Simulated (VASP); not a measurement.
# Hg (Fm-3m) in VASP: further runs, part 2 of 2

VASP 6.6.1. The steps go on from the part before.

**3. Single point, PBE**

This run uses another cell than the first one, of 32.47 Å³/atom.

The input, INCAR:

```
SYSTEM = Hg
PREC     = Accurate       ! precision mode
ENCUT    = 520            ! plane-wave cutoff, eV
EDIFF    = 1E-6           ! SCF threshold, eV
ISMEAR   = 0              ! smearing method
SIGMA    = 0.05           ! smearing width, eV
LREAL    = .False.        ! projectors in reciprocal space
LASPH    = .True.         ! aspherical terms in the spheres
NELM     = 100            ! most SCF steps
ALGO     = Normal         ! electronic algorithm
ISIF     = 2              ! what is computed and relaxed
LWAVE    = .False.        ! write WAVECAR
LCHARG   = .False.        ! write CHGCAR
GGA      = PE             ! functional
NBANDS   = 12             ! bands
```

The input, KPOINTS:

```
regular mesh
0
Gamma
  16 16 16
  0 0 0
```

The input, POSCAR:

```
Hg
1.0
    0.0000000000      2.5321807488      2.5321807488
    2.5321807488      0.0000000000      2.5321807488
    2.5321807488      2.5321807488      0.0000000000
Hg
1
Direct
    0.0000000000      0.0000000000      0.0000000000
```

Potentials or basis: VASP PAW PBE potentials, release 64 (Hg).

Run with:

```console
$ cat potpaw_PBE.64/Hg/POTCAR > POTCAR
$ mpirun -np 1 vasp_std > vasp.out
```

OUTCAR:

```text
SYSTEM = Hg
   PREC = Accurate
   ENCUT = 520
   EDIFF = 1E-6
   ISMEAR = 0
   LREAL = .False.
   LASPH = .True.
   NELM = 100
   ISIF = 2
   GGA = PE

 ion  position               nearest neighbor table
   1  0.000  0.000  0.000-

  LATTYP: Found a face centered cubic cell.
 ALAT       =     5.0643614976

  Lattice vectors:

 A1 = (   0.0000000000,   2.5321807488,   2.5321807488)
 A2 = (   2.5321807488,   0.0000000000,   2.5321807488)
 A3 = (   2.5321807488,   2.5321807488,   0.0000000000)

Analysis of symmetry for initial positions (statically):
=====================================================================
 Subroutine PRICEL returns:
 Original cell was already a primitive cell.

 Routine SETGRP: Setting up the symmetry group for a
 face centered cubic supercell.

 Subroutine GETGRP returns: Found 48 space group operations
 (whereof 48 operations were pure point group operations)
 out of a pool of 48 trial point group operations.

The static configuration has the point symmetry O_h .

Analysis of symmetry for dynamics (positions and initial velocities):
[... 169 lines left out ...]
      4      -5.5571      2.00000
      5      -5.2377      2.00000
      6      -5.2377      2.00000
      7      12.5556      0.00000
      8      12.5556      0.00000
      9      12.5556      0.00000
     10      13.4450      0.00000
     11      16.1519      0.00000
     12      17.1180      0.00000
[... 331 lines left out ...]
 k-point    24 :      -0.0625    0.0625    0.0000
  band No.  band energies     occupation
      1      -5.9680      2.00000
      2      -5.5742      2.00000
      3      -5.5295      2.00000
      4      -5.5101      2.00000
      5      -5.2580      2.00000
      6      -5.2266      2.00000
      7      10.7982      0.00000
      8      11.4772      0.00000
      9      12.7179      0.00000
     10      13.5103      0.00000
     11      16.3820      0.00000
     12      17.1813      0.00000

 [... further k-points ...]

------------------------ aborting loop because EDIFF is reached ----------------------------------------

  FORCE on cell =-STRESS in cart. coord.  units (eV):
  Direction    XX          YY          ZZ          XY          YZ          ZX
  --------------------------------------------------------------------------------------
  -------------------------------------------------------------------------------------
  Total        0.0039469      0.0039469      0.0039469     -0.0000000      0.0000000      0.0000000
  in kB        0.1947408      0.1947408      0.1947408     -0.0000000      0.0000000      0.0000000
  external PRESSURE =       0.1947408 kB  Pullay stress =       0.0000000 kB

 VOLUME and BASIS-vectors are now :
 -----------------------------------------------------------------------------
  energy-cutoff  :      520.00
  volume of cell :       32.47
      direct lattice vectors                 reciprocal lattice vectors
     0.000000000  2.532180749  2.532180749    -0.197458258  0.197458258  0.197458258
     2.532180749  0.000000000  2.532180749     0.197458258 -0.197458258  0.197458258
     2.532180749  2.532180749  0.000000000     0.197458258  0.197458258 -0.197458258

 POSITION                                       TOTAL-FORCE (eV/Angst)
 -----------------------------------------------------------------------------------
      0.00000      0.00000      0.00000         0.000000      0.000000      0.000000
 -----------------------------------------------------------------------------------
    total drift:                               -0.000000     -0.000000     -0.000000

  FREE ENERGIE OF THE ION-ELECTRON SYSTEM (eV)
  ---------------------------------------------------
  free  energy   TOTEN  =        -0.1753291943 eV

  energy  without entropy=       -0.1753290385  energy(sigma->0) =       -0.17532912
```

OSZICAR:

```text
N       E                     dE             d eps       ncg     rms          rms(c)
DAV:   1     0.732444281016E+02    0.73244E+02   -0.62326E+03  3632   0.916E+02
DAV:   2     0.121813863315E+01   -0.72026E+02   -0.67099E+02  3740   0.218E+02
DAV:   3    -0.180921751218E+00   -0.13991E+01   -0.13981E+01  4220   0.342E+01
DAV:   4    -0.182452157685E+00   -0.15304E-02   -0.15304E-02  3928   0.119E+00
DAV:   5    -0.182454922253E+00   -0.27646E-05   -0.27646E-05  4216   0.484E-02    0.123E+00
DAV:   6    -0.175379985174E+00    0.70749E-02   -0.18710E-02  4180   0.147E+00    0.101E+00
DAV:   7    -0.175162398610E+00    0.21759E-03   -0.25255E-03  4092   0.451E-01    0.503E-01
DAV:   8    -0.175309707724E+00   -0.14731E-03   -0.33079E-04  3776   0.205E-01    0.177E-02
DAV:   9    -0.175327443207E+00   -0.17735E-04   -0.14090E-05  4032   0.301E-02    0.431E-03
DAV:  10    -0.175329215951E+00   -0.17727E-05   -0.24492E-06  3840   0.146E-02    0.823E-04
DAV:  11    -0.175329194340E+00    0.21610E-07   -0.24462E-08  2056   0.116E-03
   1 F= -.17532919E+00 E0= -.17532912E+00  d E =-.155818E-06
```

stdout:

```text
POSCAR found type information on POSCAR Hg
 POSCAR found :  1 types and       1 ions
 scaLAPACK will be used
 LDA part: xc-table for (Slater+PW92), standard interpolation
 POSCAR, INCAR and KPOINTS ok, starting setup
 FFT: planning ... GRIDC
 FFT: planning ... GRID_SOFT
 FFT: planning ... GRID
 WAVECAR not read
 entering main loop
```

Run time: 75 s. Hardware: 1 thread of AMD EPYC 7R13, shared host; peak memory 0.16 GiB.

What came out:

```yaml
Free_energy: -0.1753 eV
Pressure: 0.0 GPa
```

Levels at points of the mesh, in eV from the Fermi level:
| k point | band 3 | band 4 | band 5 | band 6 | band 7 | band 8 | band 9 | band 10 |
| --- | --- | --- | --- | --- | --- | --- | --- | --- |
| (0.00, 0.00, 0.00) | -5.70 | -5.70 | -5.38 | -5.38 | 12.41 | 12.41 | 12.41 | 13.30 |
| (0.50, 0.00, 0.00) | -5.70 | -5.10 | -5.10 | -1.61 | 0.12 | 10.52 | 10.52 | 12.63 |
| (0.50, 0.50, 0.00) | -5.12 | -5.03 | -5.03 | -0.14 | 1.15 | 6.62 | 6.62 | 9.92 |

Caveat: spin-orbit coupling is left out, which moves the levels of the heavy elements.
